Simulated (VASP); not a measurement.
# MgTl2PtC6N6 (Fm-3m) in VASP: a series of runs

Runs on MgTl2PtC6N6. Level: PBE. Tasks: single point, relaxation of cell and atoms.

Program: VASP 6.6.1. These are calculated values, not measurements. Logs are shortened: lines on timing, memory, paths and dates and some standing lists are left out, and cuts for length are marked.

### Step 1. The cell of the first run

It takes space group Fm-3m (No. 225, cubic). The conventional cell has a = 10.324 Å, b = 10.324 Å, c = 10.324 Å, α = 90.00°, β = 90.00°, γ = 90.00°. Mg (site symmetry m-3m) has 6 N at 2.08 Å within 2.7 Å. Within 4.8 Å of Tl (site symmetry -43m) lie 12 N at 3.68 Å and 12 C at 3.71 Å and 4 Mg at 4.47 Å and 4 Pt at 4.47 Å. Pt (site symmetry m-3m) has 6 C at 1.92 Å within 2.5 Å. C (site symmetry 4mm) has 1 N at 1.17 Å within 1.6 Å. N (site symmetry 4mm) has 1 C at 1.17 Å within 1.6 Å.

### Step 2. Single point, PBE

INCAR

```
PREC = Accurate
ENCUT = 520
EDIFF = 1E-7
ISMEAR = 0
SIGMA = 0.1
LREAL = Auto
LASPH = T
NELM = 80
ALGO = Normal
ISIF = 2
LWAVE = F
LCHARG = T
GGA = PE
LELF = T
LVHAR = T
NBANDS = 60
```

KPOINTS

```
Automatic mesh
0
Gamma
  4 4 4
```

POSCAR

```
MgTl2PtC6N6
1.0
    0.0000000000      5.1620000000      5.1620000000
    5.1620000000      0.0000000000      5.1620000000
    5.1620000000      5.1620000000      0.0000000000
Mg Tl Pt C N
1 2 1 6 6
Direct
    0.5000000000      0.5000000000      0.5000000000
    0.2500000000      0.2500000000      0.2500000000
    0.7500000000      0.7500000000      0.7500000000
    0.0000000000      0.0000000000      0.0000000000
    0.8143161600      0.1856838400      0.1856838400
    0.1856838400      0.8143161600      0.1856838400
    0.1856838400      0.1856838400      0.8143161600
    0.1856838400      0.8143161600      0.8143161600
    0.8143161600      0.1856838400      0.8143161600
    0.8143161600      0.8143161600      0.1856838400
    0.7009879900      0.2990120100      0.2990120100
    0.2990120100      0.7009879900      0.2990120100
    0.2990120100      0.2990120100      0.7009879900
    0.2990120100      0.7009879900      0.7009879900
    0.7009879900      0.2990120100      0.7009879900
    0.7009879900      0.7009879900      0.2990120100
```

Potentials or basis: VASP PAW PBE potentials, release 64 (Mg, Tl_d, Pt, C, N).

Run with:

```
$ cat potpaw_PBE.64/Mg/POTCAR potpaw_PBE.64/Tl_d/POTCAR potpaw_PBE.64/Pt/POTCAR potpaw_PBE.64/C/POTCAR potpaw_PBE.64/N/POTCAR > POTCAR
$ mpirun -np 1 vasp_std > vasp.out
```

OUTCAR:

```text
PREC = Accurate
   ENCUT = 520
   EDIFF = 1E-7
   ISMEAR = 0
   LREAL = Auto
   LASPH = T
   NELM = 80
   ISIF = 2
   GGA = PE

 ion  position               nearest neighbor table
   1  0.500  0.500  0.500-  11 2.08  12 2.08  13 2.08  14 2.08  15 2.08  16 2.08
   2  0.250  0.250  0.250-
   3  0.750  0.750  0.750-
   4  0.000  0.000  0.000-   5 1.92   6 1.92   7 1.92   8 1.92   9 1.92  10 1.92
   5  0.814  0.186  0.186-  11 1.17   4 1.92
   6  0.186  0.814  0.186-  12 1.17   4 1.92
   7  0.186  0.186  0.814-  13 1.17   4 1.92
   8  0.186  0.814  0.814-  14 1.17   4 1.92
   9  0.814  0.186  0.814-  15 1.17   4 1.92
  10  0.814  0.814  0.186-  16 1.17   4 1.92
  11  0.701  0.299  0.299-   5 1.17   1 2.08
  12  0.299  0.701  0.299-   6 1.17   1 2.08
  13  0.299  0.299  0.701-   7 1.17   1 2.08
  14  0.299  0.701  0.701-   8 1.17   1 2.08
  15  0.701  0.299  0.701-   9 1.17   1 2.08
  16  0.701  0.701  0.299-  10 1.17   1 2.08

  LATTYP: Found a face centered cubic cell.
 ALAT       =    10.3240000000

  Lattice vectors:

 A1 = (   0.0000000000,   5.1620000000,   5.1620000000)
 A2 = (   5.1620000000,   0.0000000000,   5.1620000000)
 A3 = (   5.1620000000,   5.1620000000,   0.0000000000)

Analysis of symmetry for initial positions (statically):
=====================================================================
 Subroutine PRICEL returns:
 Original cell was already a primitive cell.

 Routine SETGRP: Setting up the symmetry group for a
 face centered cubic supercell.

 Subroutine GETGRP returns: Found 48 space group operations
 (whereof 48 operations were pure point group operations)
 out of a pool of 48 trial point group operations.

The static configuration has the point symmetry O_h .

Analysis of symmetry for dynamics (positions and initial velocities):
=====================================================================
 Subroutine PRICEL returns:
 Original cell was already a primitive cell.

 Routine SETGRP: Setting up the symmetry group for a
 face centered cubic supercell.

 Subroutine GETGRP returns: Found 48 space group operations
 (whereof 48 operations were pure point group operations)
 out of a pool of 48 trial point group operations.

The dynamic configuration has the point symmetry O_h .

 Subroutine INISYM returns: Found 48 space group operations
 (whereof 48 operations are pure point group operations),
 and found     1 'primitive' translations

----------------------------------------------------------------------------------------

                                     Primitive cell

  volume of cell :     275.0958

  direct lattice vectors                    reciprocal lattice vectors
     0.000000000  5.162000000  5.162000000    -0.096861682  0.096861682  0.096861682
     5.162000000  0.000000000  5.162000000     0.096861682 -0.096861682  0.096861682
     5.162000000  5.162000000  0.000000000     0.096861682  0.096861682 -0.096861682

  length of vectors
     7.300170409  7.300170409  7.300170409     0.167769354  0.167769354  0.167769354

  position of ions in fractional coordinates (direct lattice)
     0.500000000  0.500000000  0.500000000
     0.250000000  0.250000000  0.250000000
     0.750000000  0.750000000  0.750000000
     0.000000000  0.000000000  0.000000000
     0.814316160  0.185683840  0.185683840
     0.185683840  0.814316160  0.185683840
[... 8 lines left out ...]
     0.700987990  0.299012010  0.700987990
     0.700987990  0.700987990  0.299012010

  ion indices of the primitive-cell ions
   primitive index   ion index
                 1           1
                 2           2
                 3           3
                 4           4
                 5           5
                 6           6
[... 8 lines left out ...]
                15          15
                16          16

----------------------------------------------------------------------------------------

 KPOINTS: Automatic mesh

Automatic generation of k-mesh.
 Grid dimensions read from file:
 generate k-points for:    4    4    4

 Generating k-lattice:

  Cartesian coordinates                     Fractional coordinates (reciprocal lattice)
    -0.024215420  0.024215420  0.024215420     0.250000000  0.000000000  0.000000000
     0.024215420 -0.024215420  0.024215420     0.000000000  0.250000000  0.000000000
     0.024215420  0.024215420 -0.024215420     0.000000000  0.000000000  0.250000000

  Length of vectors
     0.041942338  0.041942338  0.041942338

  Shift w.r.t. Gamma in fractional coordinates (k-lattice)
     0.000000000  0.000000000  0.000000000

 Subroutine IBZKPT returns following result:
 ===========================================

 Found      8 irreducible k-points:

 Following reciprocal coordinates:
            Coordinates               Weight
  0.000000  0.000000  0.000000      1.000000
  0.250000  0.000000  0.000000      8.000000
  0.500000  0.000000  0.000000      4.000000
  0.250000  0.250000  0.000000      6.000000
  0.500000  0.250000  0.000000     24.000000
 -0.250000  0.250000  0.000000     12.000000
  0.500000  0.500000  0.000000      3.000000
 -0.250000  0.500000  0.250000      6.000000
   k-points           NKPTS =      8   k-points in BZ     NKDIM =      8   number of bands    NBANDS=     60
   number of dos      NEDOS =    301   number of ions     NIONS =     16
   total plane-waves  NPLWV = 157464
   dimension x,y,z NGX =    54 NGY =   54 NGZ =   54
   dimension x,y,z NGXF=   108 NGYF=  108 NGZF=  108
   ions per type =               1   2   1   6   6
   NGX,Y,Z   is equivalent  to a cutoff of  12.30, 12.30, 12.30 a.u.
   NGXF,Y,Z  is equivalent  to a cutoff of  24.59, 24.59, 24.59 a.u.
 SYSTEM =  unknown system
   PREC   = accura    normal or accurate (medium, high low for compatibility)
   ISTART =      0    job   : 0-new  1-cont  2-samecut
   ICHARG =      2    charge: 1-file 2-atom 10-const
   ISPIN  =      1    spin polarized calculation?
   LNONCOLLINEAR =      F non collinear calculations
   LSORBIT =      F    spin-orbit coupling
   LASPH  =      T    aspherical Exc in radial PAW
   ENCUT  =  520.0 eV  38.22 Ry    6.18 a.u.  13.57 13.57 13.57*2*pi/ulx,y,z
   NELM   =     80;   NELMIN=  2; NELMDL= -5     # of ELM steps
   EDIFF  = 0.1E-06   stopping-criterion for ELM
   LREAL  =      T    real-space projection
   EDIFFG = 0.1E-05   stopping-criterion for IOM
   NSW    =      0    number of steps for IOM
   IBRION =     -1    ionic relax: 0-MD 1-quasi-New 2-CG
   NFREE  =      0    steps in history (QN), initial steepest desc. (CG)
   ISIF   =      2    stress and relaxation
   ISYM   =      2    0-nonsym 1-usesym 2-fastsym
   POTIM  = 0.5000    time-step for ionic-motion
   TEBEG  =    0.0;   TEEND  =   0.0 temperature during run
   PSTRESS=    0.0 pullay stress
   NELECT =      92.0000    total number of electrons
   NUPDOWN=      -1.0000    fix difference up-down
   EMIN   =  10.00;   EMAX   =-10.00  energy-range for DOS
   EFERMI =   0.00;   METHOD = LEGACY
   ISMEAR =     0;   SIGMA  =   0.10  broadening in eV -4-tet -1-fermi 0-gaus
   EFERMI_NEDOS =   21; number of points for ismear=-14 and -15
   IALGO  =     38    algorithm
   IMIX   =      4    mixing-type and parameters
     AMIX     =   0.40;   BMIX     =  1.00
     AMIX_MAG =   1.60;   BMIX_MAG =  1.00
  volume/ion in A,a.u.               =      17.19       116.03
  Fermi-wavevector in a.u.,A,eV,Ry     =   1.136343  2.147377 17.568869  1.291275
  Thomas-Fermi vector in A             =   2.273048
   LORBIT       =      0    0 simple, 1 ext, 2 COOP (PROOUT), +10 PAW based schemes
   GGA     = PE    functional components
   LHFCALC =     F    Hartree Fock is set to
   AEXX    =    0.0000 exact exchange contribution
   IVDW    =     0    specifies the selected vdW correction
   LEPSILON=     F    determine dielectric tensor
   LRPA    =     F    only Hartree local field effects (RPA)
 non-spin polarized calculation
 Gauss-broadening in eV      SIGMA  =   0.10
  energy-cutoff  :      520.00
  volume of cell :      275.10
 maximum number of plane-waves:      7426
   NGX = 27   NGY = 27   NGZ = 27

 number of electron      91.9999989 magnetization

 Free energy of the ion-electron system (eV)
  ---------------------------------------------------
  ext. energy  EPLUGINS =         0.00000000
  ---------------------------------------------------
  free energy    TOTEN  =      -111.41755512 eV

  energy without entropy =     -111.38007720  energy(sigma->0) =     -111.39881616

 E-fermi :   4.7415     XC(G=0):  -8.7287

 val. band max:        4.6870912882   @ k =  -0.2500   0.2500   0.0000
 cond. band min:       4.7660628905   @ k =   0.5000   0.2500   0.0000
 fundamental gap:      0.0789716023
 Fermi energy:         4.7414758236

 k-point     1 :       0.0000    0.0000    0.0000
  band No.  band energies     occupation
      1     -16.4180      2.00000
      2     -16.1310      2.00000
      3     -16.1310      2.00000
      4     -16.1310      2.00000
      5     -16.0597      2.00000
      6     -16.0597      2.00000
[... 50 lines left out ...]
     57       6.1688      0.00000
     58       6.1688      0.00000

 k-point     2 :       0.2500    0.0000    0.0000
  band No.  band energies     occupation
      1     -16.3784      2.00000
      2     -16.1751      2.00000
      3     -16.1238      2.00000
      4     -16.1238      2.00000
      5     -16.0672      2.00000
      6     -16.0672      2.00000
[... 50 lines left out ...]
     57       6.1012      0.00000
     58       6.2939      0.00000

 k-point     3 :       0.5000    0.0000    0.0000
  band No.  band energies     occupation
      1     -16.2902      2.00000
      2     -16.2676      2.00000
      3     -16.1138      2.00000
      4     -16.1138      2.00000
      5     -16.0773      2.00000
      6     -16.0773      2.00000
[... 239 lines left out ...]
      2     -16.1812      2.00000
      3     -16.1365      2.00000
      4     -16.1329      2.00000
      5     -16.1329      2.00000
      6     -16.0576      2.00000
[... 50 lines left out ...]
     57       5.7566      0.00000
     58       5.9657      0.00000

 k-point     8 :      -0.2500    0.5000    0.2500
  band No.  band energies     occupation
      1     -16.2584      2.00000
      2     -16.2543      2.00000
      3     -16.1348      2.00000
      4     -16.1348      2.00000
      5     -16.0908      2.00000
      6     -16.0700      2.00000
[... 50 lines left out ...]
     57       5.8510      0.00000
     58       5.9902      0.00000
 [bands above 58 left out]

------------------------ aborting loop because EDIFF is reached ----------------------------------------

  FORCE on cell =-STRESS in cart. coord.  units (eV):
  Direction    XX          YY          ZZ          XY          YZ          ZX
  --------------------------------------------------------------------------------------
  -------------------------------------------------------------------------------------
  Total       15.4961872     15.4961872     15.4961872     -0.0000000      0.0000000      0.0000000
  in kB       90.2508787     90.2508787     90.2508787     -0.0000000      0.0000000      0.0000000
  external PRESSURE =      90.2508787 kB  Pullay stress =       0.0000000 kB

 VOLUME and BASIS-vectors are now :
 -----------------------------------------------------------------------------
  energy-cutoff  :      520.00
  volume of cell :      275.10
      direct lattice vectors                 reciprocal lattice vectors
     0.000000000  5.162000000  5.162000000    -0.096861682  0.096861682  0.096861682
     5.162000000  0.000000000  5.162000000     0.096861682 -0.096861682  0.096861682
     5.162000000  5.162000000  0.000000000     0.096861682  0.096861682 -0.096861682

 POSITION                                       TOTAL-FORCE (eV/Angst)
 -----------------------------------------------------------------------------------
      5.16200      5.16200      5.16200         0.000000      0.000000      0.000000
      2.58100      2.58100      2.58100         0.000000      0.000000      0.000000
      7.74300      7.74300      7.74300         0.000000     -0.000000      0.000000
      0.00000      0.00000      0.00000         0.000000      0.000000      0.000000
      1.91700      5.16200      5.16200         2.792795      0.000000      0.000000
      5.16200      1.91700      5.16200         0.000000      2.792795      0.000000
[... 8 lines left out ...]
      5.16200      7.23700      5.16200         0.000000      0.520795      0.000000
      5.16200      5.16200      7.23700         0.000000      0.000000      0.520795
 -----------------------------------------------------------------------------------
    total drift:                               -0.000000     -0.000000      0.000000

  FREE ENERGIE OF THE ION-ELECTRON SYSTEM (eV)
  ---------------------------------------------------
  free  energy   TOTEN  =      -111.4175551183 eV

  energy  without entropy=     -111.3800772045  energy(sigma->0) =     -111.39881616
```

Run time: 3.6 min. Hardware: 1 thread of AMD EPYC 9R45 (Zen 5), shared host; peak memory 0.42 GiB.

What came out:

| Quantity | Value |
| --- | --- |
| Free energy | -111.4176 eV |
| Pressure | 9.0 GPa |
| Largest force | 2.793 eV/Å |
| Band gap on the k mesh | zero (bands 46 and 47 overlap by 0.66 eV) |

Forces in eV/Å, atoms in the order of the input:
```
Mg   0.000  0.000  0.000
Tl   0.000  0.000  0.000
Tl   0.000  0.000  0.000
Pt   0.000  0.000  0.000
C    2.793  0.000  0.000
C    0.000  2.793  0.000
C    0.000  0.000  2.793
C   -2.793  0.000  0.000
C    0.000 -2.793  0.000
C    0.000  0.000 -2.793
N   -0.521  0.000  0.000
N    0.000 -0.521  0.000
N    0.000  0.000 -0.521
N    0.521  0.000  0.000
N    0.000  0.521  0.000
N    0.000  0.000  0.521
```

Caveat: the cell stands under pressure; spin-orbit coupling is left out, which moves the levels of the heavy elements; forces of over 1 eV/Å act on the atoms, so gaps and moduli don't describe the material at rest.

### Step 3. Single point, PBE

This run uses another cell than the first one, of 20.13 Å³/atom.

INCAR

```
PREC = Accurate
ENCUT = 520
EDIFF = 1E-7
ISMEAR = 0
SIGMA = 0.1
LREAL = Auto
LASPH = True
NELM = 60
ALGO = Normal
ISIF = 2
LWAVE = False
LCHARG = True
GGA = PE
LELF = True
LVHAR = True
NBANDS = 60
```

KPOINTS

```
regular mesh
0
Gamma
  4 4 4
```

POSCAR

```
MgTl2PtC6N6
1.0
    0.0000000000      5.4408800081      5.4408800081
    5.4408800081      0.0000000000      5.4408800081
    5.4408800081      5.4408800081      0.0000000000
Mg Tl Pt C N
1 2 1 6 6
Direct
    0.5000000000      0.5000000000      0.5000000000
    0.2500000000      0.2500000000      0.2500000000
    0.7500000000      0.7500000000      0.7500000000
    0.0000000000      0.0000000000      0.0000000000
    0.8061815548      0.1938184452      0.1938184452
    0.1938184452      0.8061815548      0.1938184452
    0.1938184452      0.1938184452      0.8061815548
    0.1938184452      0.8061815548      0.8061815548
    0.8061815548      0.1938184452      0.8061815548
    0.8061815548      0.8061815548      0.1938184452
    0.6989154588      0.3010845412      0.3010845412
    0.3010845412      0.6989154588      0.3010845412
    0.3010845412      0.3010845412      0.6989154588
    0.3010845412      0.6989154588      0.6989154588
    0.6989154588      0.3010845412      0.6989154588
    0.6989154588      0.6989154588      0.3010845412
```

Potentials or basis: VASP PAW PBE potentials, release 64 (Mg, Tl_d, Pt, C, N).

Run with:

```
$ cat potpaw_PBE.64/Mg/POTCAR potpaw_PBE.64/Tl_d/POTCAR potpaw_PBE.64/Pt/POTCAR potpaw_PBE.64/C/POTCAR potpaw_PBE.64/N/POTCAR > POTCAR
$ mpirun -np 1 vasp_std > vasp.out
```

OUTCAR:

```text
PREC = Accurate
   ENCUT = 520
   EDIFF = 1E-7
   ISMEAR = 0
   LREAL = Auto
   LASPH = True
   NELM = 60
   ISIF = 2
   GGA = PE

 ion  position               nearest neighbor table
   1  0.500  0.500  0.500-  11 2.16  12 2.16  13 2.16  14 2.16  15 2.16  16 2.16
   2  0.250  0.250  0.250-
   3  0.750  0.750  0.750-
   4  0.000  0.000  0.000-   5 2.11   6 2.11   7 2.11   8 2.11   9 2.11  10 2.11
   5  0.806  0.194  0.194-  11 1.17   4 2.11
   6  0.194  0.806  0.194-  12 1.17   4 2.11
   7  0.194  0.194  0.806-  13 1.17   4 2.11
[... 707 lines left out ...]
  Total        0.8653378      0.8653378      0.8653378     -0.0000000      0.0000000      0.0000000
  in kB        4.3038667      4.3038667      4.3038667     -0.0000000      0.0000000      0.0000000
  external PRESSURE =       4.3038667 kB  Pullay stress =       0.0000000 kB

 VOLUME and BASIS-vectors are now :
 -----------------------------------------------------------------------------
  energy-cutoff  :      520.00
  volume of cell :      322.13
      direct lattice vectors                 reciprocal lattice vectors
     0.000000000  5.440880008  5.440880008    -0.091896899  0.091896899  0.091896899
     5.440880008  0.000000000  5.440880008     0.091896899 -0.091896899  0.091896899
     5.440880008  5.440880008  0.000000000     0.091896899  0.091896899 -0.091896899

 POSITION                                       TOTAL-FORCE (eV/Angst)
 -----------------------------------------------------------------------------------
      5.44088      5.44088      5.44088         0.000000      0.000000     -0.000000
      2.72044      2.72044      2.72044         0.000000     -0.000000     -0.000000
      8.16132      8.16132      8.16132         0.000000      0.000000     -0.000000
      0.00000      0.00000      0.00000         0.000000      0.000000     -0.000000
      2.10909      5.44088      5.44088        -0.428994      0.000000     -0.000000
      5.44088      2.10909      5.44088         0.000000     -0.428994     -0.000000
[... 8 lines left out ...]
      5.44088      7.60543      5.44088         0.000000     -0.426134     -0.000000
      5.44088      5.44088      7.60543         0.000000      0.000000     -0.426134
 -----------------------------------------------------------------------------------
    total drift:                               -0.000000     -0.000000     -0.000000

  FREE ENERGIE OF THE ION-ELECTRON SYSTEM (eV)
  ---------------------------------------------------
  free  energy   TOTEN  =      -113.0818955735 eV

  energy  without entropy=     -113.0402023647  energy(sigma->0) =     -113.06104897
```

stdout:

```text
POSCAR found type information on POSCAR MgTlPtC N
 POSCAR found :  5 types and      16 ions
 scaLAPACK will be used
 LDA part: xc-table for (Slater+PW92), standard interpolation
 POSCAR, INCAR and KPOINTS ok, starting setup
 FFT: planning ... GRIDC
 FFT: planning ... GRID_SOFT
 FFT: planning ... GRID
 WAVECAR not read
 entering main loop
```

It took 4.6 min on 1 thread of AMD EPYC 9R45 (Zen 5), shared host; peak memory 0.51 GiB.

Results:

```yaml
Free_energy: -113.0819 eV
Pressure: 0.4 GPa
Largest_force: 0.429 eV/Å
Band_gap_on_the_k_mesh: zero (bands 46 and 47 overlap by 0.31 eV)
```

Forces in eV/Å, atoms in the order of the input:
```
Mg   0.000  0.000  0.000
Tl   0.000  0.000  0.000
Tl   0.000  0.000  0.000
Pt   0.000  0.000  0.000
C   -0.429  0.000  0.000
C    0.000 -0.429  0.000
C    0.000  0.000 -0.429
C    0.429  0.000  0.000
C    0.000  0.429  0.000
C    0.000  0.000  0.429
N    0.426  0.000  0.000
N    0.000  0.426  0.000
N    0.000  0.000  0.426
N   -0.426  0.000  0.000
N    0.000 -0.426  0.000
N    0.000  0.000 -0.426
```

Levels at points of the mesh, in eV from the Fermi level:
| k point | band 44 | band 45 | band 46 | band 47 | band 48 | band 49 |
| --- | --- | --- | --- | --- | --- | --- |
| (0.00, 0.00, 0.00) | -5.42 | -5.42 | 0.18 | 0.18 | 0.56 | 0.56 |
| (0.50, 0.00, 0.00) | -5.11 | -5.03 | 0.04 | 0.04 | 0.23 | 0.24 |
| (0.50, 0.50, 0.00) | -4.91 | -4.91 | -0.49 | 0.23 | 0.26 | 0.26 |

Caveat: spin-orbit coupling is left out, which moves the levels of the heavy elements.

(Continued in part 2 of 2.)

The gap in the log of VASP goes by the Fermi energy; the results here count the filled bands.